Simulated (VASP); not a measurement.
# NaCl (P4/mmm) in VASP: notebook, part 2 of 2

VASP 6.6.1. The steps go on from the part before.

### Step 4. Single point, PBEsol (strain +0.040 along x and y, +0.080 along z)

Input file INCAR:

```
SYSTEM = NaCl
ALGO     = Normal         ! electronic algorithm
EDIFF    = 1E-6           ! SCF threshold, eV
ENCUT    = 520            ! plane-wave cutoff, eV
GGA      = PS             ! functional
ISIF     = 2              ! what is computed and relaxed
ISMEAR   = 0              ! smearing method
LASPH    = .TRUE.         ! aspherical terms in the spheres
LCHARG   = .TRUE.         ! write CHGCAR
LELF     = .TRUE.         ! ELF
LREAL    = .FALSE.        ! projectors in reciprocal space
LVHAR    = .TRUE.       
LWAVE    = .FALSE.        ! write WAVECAR
NBANDS   = 14             ! bands
NELM     = 100            ! most SCF steps
PREC     = Accurate       ! precision mode
SIGMA    = 0.05           ! smearing width, eV
```

Input file KPOINTS:

```
k-points
0
G
  6 6 6
  0 0 0
```

Input file POSCAR:

```
NaCl
1.0
    3.6422776000      0.0000000000      0.0000000000
    0.0000000000      3.6422776000      0.0000000000
    0.0000000000      0.0000000000      3.7823652000
Na Cl
1 1
Direct
    0.0000000000      0.0000000000      0.0000000000
    0.5000000000      0.5000000000      0.5000000000
```

Potentials or basis: VASP PAW PBE potentials, release 64 (Na_pv, Cl).

On the command line:

```bash
$ cat potpaw_PBE.64/Na_pv/POTCAR potpaw_PBE.64/Cl/POTCAR > POTCAR
$ mpirun -np 1 vasp_std > vasp.out
```

OUTCAR:

```text
SYSTEM = NaCl
   EDIFF = 1E-6
   ENCUT = 520
   GGA = PS
   ISIF = 2
   ISMEAR = 0
   LASPH = .TRUE.
   LREAL = .FALSE.
   NELM = 100
   PREC = Accurate

 ion  position               nearest neighbor table
   1  0.000  0.000  0.000-
   2  0.500  0.500  0.500-

  LATTYP: Found a simple tetragonal cell.
 ALAT       =     3.6422776000
 C/A-ratio  =     1.0384615385

  Lattice vectors:

 A1 = (   3.6422776000,   0.0000000000,   0.0000000000)
 A2 = (   0.0000000000,   3.6422776000,   0.0000000000)
 A3 = (   0.0000000000,   0.0000000000,   3.7823652000)

Analysis of symmetry for initial positions (statically):
=====================================================================
 Subroutine PRICEL returns:
 Original cell was already a primitive cell.

 Routine SETGRP: Setting up the symmetry group for a
 simple tetragonal supercell.

 Subroutine GETGRP returns: Found 16 space group operations
 (whereof 16 operations were pure point group operations)
 out of a pool of 16 trial point group operations.

The static configuration has the point symmetry D_4h.

Analysis of symmetry for dynamics (positions and initial velocities):
=====================================================================
 Subroutine PRICEL returns:
 Original cell was already a primitive cell.

 Routine SETGRP: Setting up the symmetry group for a
 simple tetragonal supercell.

 Subroutine GETGRP returns: Found 16 space group operations
 (whereof 16 operations were pure point group operations)
 out of a pool of 16 trial point group operations.

The dynamic configuration has the point symmetry D_4h.

 Subroutine INISYM returns: Found 16 space group operations
 (whereof 16 operations are pure point group operations),
 and found     1 'primitive' translations

----------------------------------------------------------------------------------------

                                     Primitive cell

  volume of cell :      50.1776

  direct lattice vectors                    reciprocal lattice vectors
     3.642277600  0.000000000  0.000000000     0.274553483  0.000000000  0.000000000
     0.000000000  3.642277600  0.000000000     0.000000000  0.274553483  0.000000000
     0.000000000  0.000000000  3.782365200     0.000000000  0.000000000  0.264384835

  length of vectors
     3.642277600  3.642277600  3.782365200     0.274553483  0.274553483  0.264384835

  position of ions in fractional coordinates (direct lattice)
     0.000000000  0.000000000  0.000000000
     0.500000000  0.500000000  0.500000000

  ion indices of the primitive-cell ions
   primitive index   ion index
                 1           1
                 2           2

----------------------------------------------------------------------------------------

 KPOINTS: k-points

Automatic generation of k-mesh.
 Grid dimensions read from file:
 generate k-points for:    6    6    6

 Generating k-lattice:

  Cartesian coordinates                     Fractional coordinates (reciprocal lattice)
     0.045758914  0.000000000  0.000000000     0.166666667  0.000000000  0.000000000
     0.000000000  0.045758914  0.000000000     0.000000000  0.166666667  0.000000000
     0.000000000  0.000000000  0.044064139     0.000000000  0.000000000  0.166666667

  Length of vectors
     0.045758914  0.045758914  0.044064139

  Shift w.r.t. Gamma in fractional coordinates (k-lattice)
     0.000000000  0.000000000  0.000000000

 Subroutine IBZKPT returns following result:
 ===========================================

 Found     40 irreducible k-points:

 Following reciprocal coordinates:
            Coordinates               Weight
  0.000000  0.000000  0.000000      1.000000
  0.166667  0.000000  0.000000      4.000000
  0.333333  0.000000  0.000000      4.000000
  0.500000  0.000000  0.000000      2.000000
  0.166667  0.166667  0.000000      4.000000
  0.333333  0.166667  0.000000      8.000000
[... 16 lines left out ...]
  0.333333  0.000000  0.333333      8.000000
  0.500000  0.000000  0.333333      4.000000
 [... further k-points ...]
   k-points           NKPTS =     40   k-points in BZ     NKDIM =     40   number of bands    NBANDS=     14
   number of dos      NEDOS =    301   number of ions     NIONS =      2
   total plane-waves  NPLWV =  21952
   dimension x,y,z NGX =    28 NGY =   28 NGZ =   28
   dimension x,y,z NGXF=    56 NGYF=   56 NGZF=   56
   ions per type =               1   1
   NGX,Y,Z   is equivalent  to a cutoff of  12.78, 12.78, 12.31 a.u.
   NGXF,Y,Z  is equivalent  to a cutoff of  25.56, 25.56, 24.61 a.u.
 SYSTEM =  NaCl
   PREC   = accura    normal or accurate (medium, high low for compatibility)
   ISTART =      0    job   : 0-new  1-cont  2-samecut
   ICHARG =      2    charge: 1-file 2-atom 10-const
   ISPIN  =      1    spin polarized calculation?
   LNONCOLLINEAR =      F non collinear calculations
   LSORBIT =      F    spin-orbit coupling
   LASPH  =      T    aspherical Exc in radial PAW
   ENCUT  =  520.0 eV  38.22 Ry    6.18 a.u.   6.77  6.77  7.03*2*pi/ulx,y,z
   NELM   =    100;   NELMIN=  2; NELMDL= -5     # of ELM steps
   EDIFF  = 0.1E-05   stopping-criterion for ELM
   LREAL  =      F    real-space projection
   EDIFFG = 0.1E-04   stopping-criterion for IOM
   NSW    =      0    number of steps for IOM
   IBRION =     -1    ionic relax: 0-MD 1-quasi-New 2-CG
   NFREE  =      0    steps in history (QN), initial steepest desc. (CG)
   ISIF   =      2    stress and relaxation
   ISYM   =      2    0-nonsym 1-usesym 2-fastsym
   POTIM  = 0.5000    time-step for ionic-motion
   TEBEG  =    0.0;   TEEND  =   0.0 temperature during run
   PSTRESS=    0.0 pullay stress
   NELECT =      14.0000    total number of electrons
   NUPDOWN=      -1.0000    fix difference up-down
   EMIN   =  10.00;   EMAX   =-10.00  energy-range for DOS
   EFERMI =   0.00;   METHOD = LEGACY
   ISMEAR =     0;   SIGMA  =   0.05  broadening in eV -4-tet -1-fermi 0-gaus
   EFERMI_NEDOS =   21; number of points for ismear=-14 and -15
   IALGO  =     38    algorithm
   IMIX   =      4    mixing-type and parameters
     AMIX     =   0.40;   BMIX     =  1.00
     AMIX_MAG =   1.60;   BMIX_MAG =  1.00
  volume/ion in A,a.u.               =      25.09       169.31
  Fermi-wavevector in a.u.,A,eV,Ry     =   1.069747  2.021528 15.569939  1.144358
  Thomas-Fermi vector in A             =   2.205436
   LORBIT       =      0    0 simple, 1 ext, 2 COOP (PROOUT), +10 PAW based schemes
   GGA     = PS    functional components
   LHFCALC =     F    Hartree Fock is set to
   AEXX    =    0.0000 exact exchange contribution
   IVDW    =     0    specifies the selected vdW correction
   LEPSILON=     F    determine dielectric tensor
   LRPA    =     F    only Hartree local field effects (RPA)
 non-spin polarized calculation
 Gauss-broadening in eV      SIGMA  =   0.05
  energy-cutoff  :      520.00
  volume of cell :       50.18
 maximum number of plane-waves:      1374
 NGX is ok and might be reduce to    28
   NGX = 13   NGY = 13   NGZ = 15

 number of electron      14.0000002 magnetization

 Free energy of the ion-electron system (eV)
  ---------------------------------------------------
  ext. energy  EPLUGINS =         0.00000000
  ---------------------------------------------------
  free energy    TOTEN  =        -6.59723511 eV

  energy without entropy =       -6.59723511  energy(sigma->0) =       -6.59723511

 E-fermi :  -0.2341     XC(G=0):  -7.9159

 val. band max:       -0.5197401510   @ k =   0.5000   0.0000   0.5000
 cond. band min:       2.8092726161   @ k =   0.0000   0.0000   0.0000
 fundamental gap:      3.3290127671
 Fermi energy:        -0.2340734597

 k-point     1 :       0.0000    0.0000    0.0000
  band No.  band energies     occupation
      1     -22.7009      2.00000
      2     -22.7009      2.00000
      3     -22.6922      2.00000
      4     -13.4854      2.00000
      5      -1.1394      2.00000
      6      -0.8825      2.00000
      7      -0.8825      2.00000
      8       2.8093      0.00000
      9       7.7793      0.00000
     10       8.0910      0.00000
     11      13.2457      0.00000
     12      13.8108      0.00000
     13      13.8108      0.00000
     14      14.5975      0.00000
[... 375 lines left out ...]
 k-point    24 :       0.5000    0.0000    0.3333
  band No.  band energies     occupation
      1     -22.7234      2.00000
      2     -22.7017      2.00000
      3     -22.6977      2.00000
      4     -13.1179      2.00000
      5      -2.5893      2.00000
      6      -2.0549      2.00000
      7      -0.5613      2.00000
      8       5.2555      0.00000
      9       7.6083      0.00000
     10       9.4418      0.00000
     11      10.1375      0.00000
     12      11.5838      0.00000
     13      12.3487      0.00000
     14      15.0434      0.00000

 [... further k-points ...]
[... 5 lines left out ...]
  --------------------------------------------------------------------------------------
  -------------------------------------------------------------------------------------
  Total       -0.9109970     -0.9109970     -1.5645008      0.0000000      0.0000000      0.0000000
  in kB      -29.0882772    -29.0882772    -49.9547542      0.0000000      0.0000000      0.0000000
  external PRESSURE =     -36.0437695 kB  Pullay stress =       0.0000000 kB

 VOLUME and BASIS-vectors are now :
 -----------------------------------------------------------------------------
  energy-cutoff  :      520.00
  volume of cell :       50.18
      direct lattice vectors                 reciprocal lattice vectors
     3.642277600  0.000000000  0.000000000     0.274553483  0.000000000  0.000000000
     0.000000000  3.642277600  0.000000000     0.000000000  0.274553483  0.000000000
     0.000000000  0.000000000  3.782365200     0.000000000  0.000000000  0.264384835

 POSITION                                       TOTAL-FORCE (eV/Angst)
 -----------------------------------------------------------------------------------
      0.00000      0.00000      0.00000         0.000000      0.000000      0.000000
      1.82114      1.82114      1.89118         0.000000      0.000000      0.000000
 -----------------------------------------------------------------------------------
    total drift:                               -0.000000      0.000000      0.000000

  FREE ENERGIE OF THE ION-ELECTRON SYSTEM (eV)
  ---------------------------------------------------
  free  energy   TOTEN  =        -6.5972351093 eV

  energy  without entropy=       -6.5972351093  energy(sigma->0) =       -6.59723511
```

It took 23 s on 1 thread of Intel Xeon Platinum 8259CL at 2.50GHz (Skylake/Cascade Lake), shared host; peak memory 0.16 GiB.

Results:

```
Free energy            : -6.5972 eV
Pressure               : -3.6 GPa
Band gap on the k mesh : 3.33 eV (least direct gap 3.69 eV)
```

Stress tensor (GPa, compression positive):
```
-2.91  0.00  0.00
 0.00 -2.91  0.00
 0.00  0.00 -5.00
```

Caveat: the cell differs from its parent crystal (strain +0.040 along x and y, +0.080 along z); the cell stands under tension; the PAW data sets were made with another functional, which shifts forces and pressure a little.

### Step 5. Overview

| cell | gap on the mesh (eV) | pressure (GPa) |
| --- | --- | --- |
| a = 3.502, b = 3.502, c = 3.642 Å, 2 atoms | 3.62 | -2.0 |
| a = 3.642, b = 3.642, c = 3.502 Å, 2 atoms | 3.44 | -2.7 |
| a = 3.642, b = 3.642, c = 3.782 Å, 2 atoms | 3.33 | -3.6 |

Alike in all rows: task single point; level PBEsol; potentials or basis VASP PAW PBE potentials, release 64 (Na_pv, Cl); no spin polarisation; k mesh 6 × 6 × 6; cutoff (eV) 520; smearing gaussian 0.05 eV.

Caveats: the PAW data sets were made with another functional, which shifts forces and pressure a little; the cell stands under tension (at least some runs).

Total energies depend on the potentials used, so only differences within one code and one set of settings carry meaning.
